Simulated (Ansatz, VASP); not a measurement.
BeZn2TeS2: VASP beside Ansatz

File INCAR:

```
SYSTEM = BeZn2TeS2
  PREC = Accurate
  ENCUT = 600
  EDIFF = 1E-6
  ISMEAR = 0
  SIGMA = 0.1
  LREAL = .FALSE.
  LASPH = .TRUE.
  NELM = 100
  ALGO = Normal
  ISIF = 3
  LWAVE = .FALSE.
  LCHARG = .FALSE.
  GGA = PE
  IBRION = 2
  NSW = 90
  EDIFFG = -0.04
```

KPOINTS

```
regular mesh
0
G
  6 6 4
  0 0 0
```

Contents of POSCAR:

```
BeZn2TeS2
1.0
    4.7692780400      0.0000000000      0.0000000000
   -2.3846390200      4.1303159400      0.0000000000
    0.0000000000      0.0000000000      7.2486193400
Be Zn Te S
1 2 1 2
Direct
    0.0000000000      0.0000000000      0.5000000000
    0.3333333300      0.6666666700      0.5000000000
    0.6666666700      0.3333333300      0.5000000000
    0.0000000000      0.0000000000      0.0000000000
    0.3333333300      0.6666666700      0.0000000000
    0.6666666700      0.3333333300      0.0000000000
```

Input for Ansatz:

```yaml
crystal:
  lattice:
    - [4.76927804, 0.0, 0.0]
    - [-2.38463902, 4.13031594, 0.0]
    - [0.0, 0.0, 7.24861934]
  atoms:
    - { symbol: Be, position: [0.0, 0.0, 0.5] }
    - { symbol: Zn, position: [0.33333333, 0.66666667, 0.5] }
    - { symbol: Zn, position: [0.66666667, 0.33333333, 0.5] }
    - { symbol: Te, position: [0.0, 0.0, 0.0] }
    - { symbol: S, position: [0.33333333, 0.66666667, 0.0] }
    - { symbol: S, position: [0.66666667, 0.33333333, 0.0] }
basis:
  ecutwfc: 420
kpoints:
  mp_grid: { grid: [6, 6, 4] }
hamiltonian:
  xc: pbe
scf:
  occupations: { method: gaussian, width: 0.1 }
  lower_state_search: "off"
output:
  forces: true
  stress: true
  eigenvalues: true
relax:
  adjacent_minimum: "off"
  f_tol: 0.04
  max_steps: 70
  cell: { stress_tol: 0.4 }
```

Alike in both runs: task relaxation of cell and atoms; functional PBE; k mesh 6 × 6 × 4; occupations gaussian, width 0.1 eV; no spin polarisation.

|  | VASP | Ansatz |
| --- | --- | --- |
| version | VASP 6.6.1 | Ansatz 0.2.0 |
| potentials or method | VASP PAW PBE potentials, release 64 (Be, Zn, Te, S), cutoff 600 eV | scalar-relativistic, plane waves, PAW |
| valence electrons in the cell | 44 | 54 |

Ansatz gave:

| Item | Value |
| --- | --- |
| gap on the k mesh at the Fermi level, each at its own relaxed structure (eV) | none |
| relaxed volume (Å³/atom) | 17.75 |
| relaxed length of the cell vector where the two differ most in proportion (Å) | 5.418 |

What did VASP give for the same quantities?

gap on the k mesh at the Fermi level, each at its own relaxed structure (eV): none; relaxed volume (Å³/atom): 17.72; relaxed length of the cell vector where the two differ most in proportion (Å): 5.356.

A gap of «none» marks a metal or a gap that the smearing closes. VASP's potentials hold 44 valence electrons a cell and Ansatz's 54, so a difference there can come from the potentials and not from the codes.

Neither program's run includes spin-orbit coupling. Noted on VASP's run: the volume moved by over 15 % at a fixed basis, so the end points are rough.
